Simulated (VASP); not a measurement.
# Br (Cmce) in VASP: single point with LDA

Aim: the single point of Br with LDA.

Everything below comes from runs of VASP 6.6.1. Logs are shortened: lines on timing, memory, paths and dates and some standing lists are left out, and cuts for length are marked.

### Step 1. The cell of the first run

It takes space group Cmce (No. 64, orthorhombic). Conventional cell: a = 6.648 Å, b = 3.926 Å, c = 8.416 Å, α = 90.00°, β = 90.00°, γ = 90.00°. Within 3.2 Å of Br (site symmetry m) lie 3 Br at 2.40 to 2.93 Å.

### Step 2. Single point, LDA

Input file INCAR:

```
SYSTEM = Br
PREC = Accurate ; ENCUT = 500
EDIFF = 1E-6 ; ISMEAR = 0
SIGMA = 0.05 ; LREAL = .FALSE.
LASPH = .TRUE. ; NELM = 120
ALGO = Normal ; ISIF = 2
LWAVE = .FALSE. ; LCHARG = .FALSE.
NBANDS = 22 ; GGA_COMPAT = .FALSE.
```

Input file KPOINTS:

```
Automatic mesh
0
G
  12 12 6
  0 0 0
```

Input file POSCAR:

```
Br
1.0
    3.3237652839     -1.9629425365      0.0000000000
    3.3237652839      1.9629425365      0.0000000000
    0.0000000000      0.0000000000      8.4155026830
Br
4
Direct
    0.8379758837      0.1620241163      0.1208853112
    0.1620241163      0.8379758837      0.8791146888
    0.3379758837      0.6620241163      0.3791146888
    0.6620241163      0.3379758837      0.6208853112
```

Potentials or basis: VASP PAW LDA potentials, release 64 (Br).

Launch:

```sh
$ cat potpaw_LDA.64/Br/POTCAR > POTCAR
$ mpirun -np 1 vasp_std > vasp.out
```

OUTCAR:

```text
SYSTEM = Br
   PREC = Accurate
   ENCUT = 500
   EDIFF = 1E-6
   ISMEAR = 0
   LREAL = .FALSE.
   LASPH = .TRUE.
   NELM = 120
   ISIF = 2

 ion  position               nearest neighbor table
   1  0.838  0.162  0.121-   2 2.40
   2  0.162  0.838  0.879-   1 2.40
   3  0.338  0.662  0.379-   4 2.40
   4  0.662  0.338  0.621-   3 2.40

  LATTYP: Found a base centered orthorhombic cell.
 ALAT       =     3.9258850730
 B/A-ratio  =     1.6932565381
 C/A-ratio  =     2.1435937442

  Lattice vectors:

 A1 = (  -3.3237652839,  -1.9629425365,   0.0000000000)
 A2 = (   3.3237652839,  -1.9629425365,   0.0000000000)
 A3 = (   0.0000000000,   0.0000000000,   8.4155026830)

Analysis of symmetry for initial positions (statically):
=====================================================================
 Subroutine PRICEL returns:
 Original cell was already a primitive cell.

 Routine SETGRP: Setting up the symmetry group for a
 base centered orthorhombic supercell.

 Subroutine GETGRP returns: Found  8 space group operations
 (whereof  4 operations were pure point group operations)
 out of a pool of  8 trial point group operations.

The static configuration has the point symmetry C_2h.
 The point group associated with its full space group is D_2h.

Analysis of symmetry for dynamics (positions and initial velocities):
=====================================================================
 Subroutine PRICEL returns:
 Original cell was already a primitive cell.

 Routine SETGRP: Setting up the symmetry group for a
 base centered orthorhombic supercell.

 Subroutine GETGRP returns: Found  8 space group operations
 (whereof  4 operations were pure point group operations)
 out of a pool of  8 trial point group operations.

The dynamic configuration has the point symmetry C_2h.
 The point group associated with its full space group is D_2h.

 Subroutine INISYM returns: Found  8 space group operations
 (whereof  4 operations are pure point group operations),
 and found     1 'primitive' translations

----------------------------------------------------------------------------------------

                                     Primitive cell

  volume of cell :     109.8115

  direct lattice vectors                    reciprocal lattice vectors
[... 83 lines left out ...]
   ISTART =      0    job   : 0-new  1-cont  2-samecut
   ICHARG =      2    charge: 1-file 2-atom 10-const
   ISPIN  =      1    spin polarized calculation?
   LNONCOLLINEAR =      F non collinear calculations
   LSORBIT =      F    spin-orbit coupling
   LASPH  =      T    aspherical Exc in radial PAW
   ENCUT  =  500.0 eV  36.75 Ry    6.06 a.u.   7.04  7.04 15.34*2*pi/ulx,y,z
   NELM   =    120;   NELMIN=  2; NELMDL= -5     # of ELM steps
   EDIFF  = 0.1E-05   stopping-criterion for ELM
   LREAL  =      F    real-space projection
   EDIFFG = 0.1E-04   stopping-criterion for IOM
   NSW    =      0    number of steps for IOM
   IBRION =     -1    ionic relax: 0-MD 1-quasi-New 2-CG
   NFREE  =      0    steps in history (QN), initial steepest desc. (CG)
   ISIF   =      2    stress and relaxation
   ISYM   =      2    0-nonsym 1-usesym 2-fastsym
   POTIM  = 0.5000    time-step for ionic-motion
   TEBEG  =    0.0;   TEEND  =   0.0 temperature during run
   PSTRESS=    0.0 pullay stress
   NELECT =      28.0000    total number of electrons
   NUPDOWN=      -1.0000    fix difference up-down
   EMIN   =  10.00;   EMAX   =-10.00  energy-range for DOS
   EFERMI =   0.00;   METHOD = LEGACY
   ISMEAR =     0;   SIGMA  =   0.05  broadening in eV -4-tet -1-fermi 0-gaus
   EFERMI_NEDOS =   21; number of points for ismear=-14 and -15
   IALGO  =     38    algorithm
   IMIX   =      4    mixing-type and parameters
     AMIX     =   0.40;   BMIX     =  1.00
     AMIX_MAG =   1.60;   BMIX_MAG =  1.00
  volume/ion in A,a.u.               =      27.45       185.26
  Fermi-wavevector in a.u.,A,eV,Ry     =   1.038114  1.961750 14.662722  1.077680
  Thomas-Fermi vector in A             =   2.172583
   LORBIT       =      0    0 simple, 1 ext, 2 COOP (PROOUT), +10 PAW based schemes
   GGA     = CA    functional components
   LHFCALC =     F    Hartree Fock is set to
   AEXX    =    0.0000 exact exchange contribution
   IVDW    =     0    specifies the selected vdW correction
   LEPSILON=     F    determine dielectric tensor
   LRPA    =     F    only Hartree local field effects (RPA)
 non-spin polarized calculation
 Gauss-broadening in eV      SIGMA  =   0.05
  energy-cutoff  :      500.00
  volume of cell :      109.81
 maximum number of plane-waves:      2817
   NGX = 15   NGY = 15   NGZ = 31

 number of electron      28.0000001 magnetization

 Free energy of the ion-electron system (eV)
  ---------------------------------------------------
  ext. energy  EPLUGINS =         0.00000000
  ---------------------------------------------------
  free energy    TOTEN  =        -8.51582776 eV

  energy without entropy =       -8.51582776  energy(sigma->0) =       -8.51582776

 E-fermi :   1.7467     XC(G=0):  -9.2999

 val. band max:        1.5566441460   @ k =   0.0000   0.0000   0.0000
 cond. band min:       2.6368584117   @ k =   0.5000   0.4167   0.0000
 fundamental gap:      1.0802142657
 Fermi energy:         1.7467329000

 k-point     1 :       0.0000    0.0000    0.0000
  band No.  band energies     occupation
      1     -14.9053      2.00000
      2     -13.9794      2.00000
      3     -12.8150      2.00000
      4     -11.1146      2.00000
      5      -4.0970      2.00000
      6      -2.1367      2.00000
[... 589 lines left out ...]
     21      11.5546      0.00000
     22      11.8147      0.00000

 [... further k-points ...]
[... 5 lines left out ...]
  --------------------------------------------------------------------------------------
  -------------------------------------------------------------------------------------
  Total        0.0010059      0.0530687      0.1160515      0.0000000      0.0000000      0.0000000
  in kB        0.0146770      0.7742855      1.6932197      0.0000000      0.0000000      0.0000000
  external PRESSURE =       0.8273941 kB  Pullay stress =       0.0000000 kB

 VOLUME and BASIS-vectors are now :
 -----------------------------------------------------------------------------
  energy-cutoff  :      500.00
  volume of cell :      109.81
      direct lattice vectors                 reciprocal lattice vectors
     3.323765284 -1.962942536  0.000000000     0.150431802 -0.254719632  0.000000000
     3.323765284  1.962942536  0.000000000     0.150431802  0.254719632  0.000000000
     0.000000000  0.000000000  8.415502683     0.000000000  0.000000000  0.118828315

 POSITION                                       TOTAL-FORCE (eV/Angst)
 -----------------------------------------------------------------------------------
      3.32377     -1.32685      1.01731         0.000000      0.013044      0.009477
      3.32377      1.32685      7.39819         0.000000     -0.013044     -0.009477
      3.32377      0.63609      3.19044         0.000000      0.013044     -0.009477
      3.32377     -0.63609      5.22506         0.000000     -0.013044      0.009477
 -----------------------------------------------------------------------------------
    total drift:                                0.000000      0.000000      0.000000

  FREE ENERGIE OF THE ION-ELECTRON SYSTEM (eV)
  ---------------------------------------------------
  free  energy   TOTEN  =        -8.5158277618 eV

  energy  without entropy=       -8.5158277618  energy(sigma->0) =       -8.51582776
```

OSZICAR:

```text
N       E                     dE             d eps       ncg     rms          rms(c)
DAV:   1     0.164372202903E+03    0.16437E+03   -0.11678E+04  7568   0.105E+03
DAV:   2     0.281656677208E+01   -0.16156E+03   -0.15642E+03 10624   0.186E+02
DAV:   3    -0.874876749254E+01   -0.11565E+02   -0.11518E+02  9658   0.558E+01
DAV:   4    -0.885999088890E+01   -0.11122E+00   -0.11119E+00  9336   0.651E+00
DAV:   5    -0.886093233760E+01   -0.94145E-03   -0.94138E-03  9616   0.590E-01    0.132E+01
DAV:   6    -0.860842628279E+01    0.25251E+00   -0.17359E-01  8948   0.212E+00    0.849E+00
DAV:   7    -0.852336383430E+01    0.85062E-01   -0.37893E-01  9002   0.308E+00    0.547E-01
DAV:   8    -0.851580356850E+01    0.75603E-02   -0.43829E-02  8468   0.110E+00    0.272E-01
DAV:   9    -0.851583540241E+01   -0.31834E-04   -0.92051E-04  9242   0.183E-01    0.107E-01
DAV:  10    -0.851582912366E+01    0.62788E-05   -0.78313E-05  9150   0.478E-02    0.334E-02
DAV:  11    -0.851582787206E+01    0.12516E-05   -0.93208E-06  9200   0.171E-02    0.711E-03
DAV:  12    -0.851582776178E+01    0.11029E-06   -0.14529E-06  6726   0.629E-03
   1 F= -.85158278E+01 E0= -.85158278E+01  d E =-.178986E-10
```

stdout:

```text
POSCAR found type information on POSCAR Br
 POSCAR found :  1 types and       4 ions
 scaLAPACK will be used
 LDA part: xc-table for (Slater(with rela. corr.)+CA(PZ))
 , standard interpolation
 POSCAR, INCAR and KPOINTS ok, starting setup
 FFT: planning ... GRIDC
 FFT: planning ... GRID_SOFT
 FFT: planning ... GRID
 WAVECAR not read
 entering main loop
```

It took 5.1 min on 1 thread of Intel Xeon Platinum 8259CL at 2.50GHz (Skylake/Cascade Lake), shared host; peak memory 0.38 GiB.

What came out:

```yaml
Free_energy: -8.5158 eV
Pressure: 0.1 GPa
Largest_force: 0.016 eV/Å
Band_gap_on_the_k_mesh: 1.08 eV (least direct gap 1.26 eV)
```

Forces in eV/Å, atoms in the order of the input:
```
Br   0.000  0.013  0.009
Br   0.000 -0.013 -0.009
Br   0.000  0.013 -0.009
Br   0.000 -0.013  0.009
```

Levels at points of the mesh, in eV from the valence-band top:
| k point | band 12 | band 13 | band 14 | band 15 | band 16 | band 17 |
| --- | --- | --- | --- | --- | --- | --- |
| (0.00, 0.00, 0.00) | -0.89 | -0.52 | 0.00 | 1.27 | 2.27 | 5.70 |
| (0.50, 0.00, 0.00) | -1.97 | -0.94 | -0.94 | 2.51 | 2.51 | 6.26 |
| (0.50, 0.50, 0.00) | -1.89 | -1.10 | -0.47 | 1.14 | 2.00 | 5.96 |
| (0.00, 0.00, 0.50) | -1.12 | -0.21 | -0.21 | 1.44 | 1.44 | 6.35 |
| (0.50, 0.00, 0.50) | -1.16 | -0.05 | -0.05 | 1.51 | 1.51 | 6.78 |
| (0.50, 0.50, 0.50) | -1.43 | -1.41 | -1.41 | 1.28 | 1.28 | 7.24 |
